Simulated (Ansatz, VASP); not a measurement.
## C in VASP and in Ansatz

INCAR

```
PREC = Accurate
ENCUT = 520
EDIFF = 1E-6
ISMEAR = 0
SIGMA = 0.15
LREAL = F
LASPH = T
NELM = 100
ALGO = Normal
ISIF = 2
LWAVE = F
LCHARG = F
GGA = PS
NBANDS = 16
```

File KPOINTS:

```
regular mesh
0
Gamma
  18 18 6
```

The input POSCAR:

```
C
1.0
    1.3155378420     -2.1786926318      0.0000000000
    1.3155378420      2.1786926318      0.0000000000
    0.0000000000      0.0000000000      7.3778182888
C
4
Direct
    0.0833216498      0.9166783502      0.7498439858
    0.5833216498      0.4166783502      0.2501560142
    0.9166783502      0.0833216498      0.2501560142
    0.4166783502      0.5833216498      0.7498439858
```

Input for Ansatz:

```yaml
crystal:
  lattice:
    - [1.315537842, -2.1786926318, 0.0]
    - [1.315537842, 2.1786926318, 0.0]
    - [0.0, 0.0, 7.3778182888]
  atoms:
    - { symbol: C, position: [0.0833216498, 0.9166783502, 0.7498439858] }
    - { symbol: C, position: [0.5833216498, 0.4166783502, 0.2501560142] }
    - { symbol: C, position: [0.9166783502, 0.0833216498, 0.2501560142] }
    - { symbol: C, position: [0.4166783502, 0.5833216498, 0.7498439858] }
basis:
  ecutwfc: 520.0
kpoints:
  mp_grid: { grid: [18, 18, 6] }
hamiltonian:
  xc: pbesol
  pseudopotentials: { kind: paw, azcp: { folder: soft_1 } }
scf:
  occupations: { method: gaussian, width: 0.15 }
output:
  forces: true
  stress: true
  eigenvalues: true
```

Change from the starting cell: normal strain along x +0.0700, normal strain along y +0.0233.

Alike in both runs: task single point; functional PBEsol; k mesh 18 × 18 × 6; occupations gaussian, width 0.15 eV; no spin polarisation.

|  | VASP | Ansatz |
| --- | --- | --- |
| version | VASP 6.6.1 | Ansatz 0.2.0 |
| potentials or method | VASP PAW PBE potentials, release 64 (C), cutoff 520 eV | scalar-relativistic, plane waves, PAW |
| valence electrons in the cell | 16 | 16 |

```csv
,VASP,Ansatz,Ansatz less VASP
gap on the k mesh at the Fermi level (eV),none,none,-
pressure (GPa),-27.5,-28.0,-0.50
"traceless stress, the component that is largest in VASP (GPa)",-28.20,-28.41,-0.207
rms of the force components (eV/Å),0.076,0.067,-0.0088
```

VASP's potentials were made for PBE, not for PBEsol, and Ansatz warns of the same on its side. Atom by atom the forces differ by 0.009 eV/Å (rms over components). A gap of «none» marks a metal or a gap that the smearing closes.
